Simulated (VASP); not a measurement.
## BN: single point with PBEsol

The system is BN.

```xyz
2
Lattice="1.2041 0.6952 1.9662 -1.2041 0.6952 1.9662 0.0000 -1.3903 1.9662" Properties=species:S:1:pos:R:3 pbc="T T T"
B     0.0000    0.0000    6.1419
N     0.0000    0.0000    1.7178
```

- Program: VASP 6.6.1
- Task: single point
- Functional: PBEsol
- Potentials or basis: VASP PAW PBE potentials, release 64 (B, N)
- Cutoff: 520 eV
- k mesh: 12 × 12 × 12
- Occupations: gaussian, width 0.02 eV
- Spin: no spin polarisation
- Dipole correction: no
- Further INCAR settings: ALGO = Normal; EDIFF = 1e-07; NBANDS = 11

```yaml
Pressure: 91.3 GPa
Band_gap_on_the_k_mesh: 4.45 eV, indirect (least direct gap 9.60 eV)
```

Levels at points of the mesh, in eV from the valence-band top:
| k point | band 1 | band 2 | band 3 | band 4 | band 5 | band 6 | band 7 | band 8 |
| --- | --- | --- | --- | --- | --- | --- | --- | --- |
| (0.00, 0.00, 0.00) | -22.44 | 0.00 | 0.00 | 0.00 | 9.60 | 9.60 | 9.60 | 13.31 |
| (0.50, 0.00, 0.00) | -17.27 | -12.55 | -2.32 | -2.32 | 11.59 | 11.59 | 12.54 | 16.88 |
| (0.50, 0.50, 0.00) | -15.64 | -10.24 | -5.90 | -5.90 | 4.45 | 10.07 | 20.78 | 20.78 |

Wall time 14 s on 1 thread of Intel Xeon 8259CL, with other jobs on the host, peak memory 0.12 GiB.

Caveat: the PAW data sets were made with another functional, which shifts forces and pressure a little. A k mesh can miss the band edges.
